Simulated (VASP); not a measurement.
BaTe:

```
CELL_PARAMETERS angstrom
0.00000 3.53238 3.53238
3.53238 0.00000 3.53238
3.53238 3.53238 0.00000
ATOMIC_POSITIONS crystal
Ba 0.00000 0.00000 0.00000
Te 0.50000 0.50000 0.50000
```

Base run:

```yaml
Program: VASP 6.6.1
Functional: r2SCAN
Potentials_or_basis: VASP PAW PBE potentials, release 64 (Ba_sv, Te)
Cutoff: 520 eV
k_mesh: 4 × 4 × 4
Occupations: gaussian, width 0.01 eV
Spin: no spin polarisation
```

Its results: band gap on the k mesh 1.93 eV (least direct gap 2.31 eV); pressure 0.3 GPa.

After a change of settings the same cell gave: band gap on the k mesh 1.57 eV (least direct gap 1.95 eV); pressure 0.4 GPa. Which change was it?
A. functional from r2SCAN to LDA; potentials or basis from VASP PAW PBE potentials, release 64 (Ba_sv, Te) to VASP PAW LDA potentials, release 64 (Ba_sv, Te)
B. functional from r2SCAN to PBE
C. functional from r2SCAN to HSE06; further incar settings from ALGO = Normal; EDIFF = 1e-06; NBANDS = 15 to ALGO = Normal; EDIFF = 1e-07; NBANDS = 15

B.

Caveats: spin-orbit coupling is left out, which moves the levels of the heavy elements; the PAW data sets were made with another functional, which shifts forces and pressure a little (at least some runs).
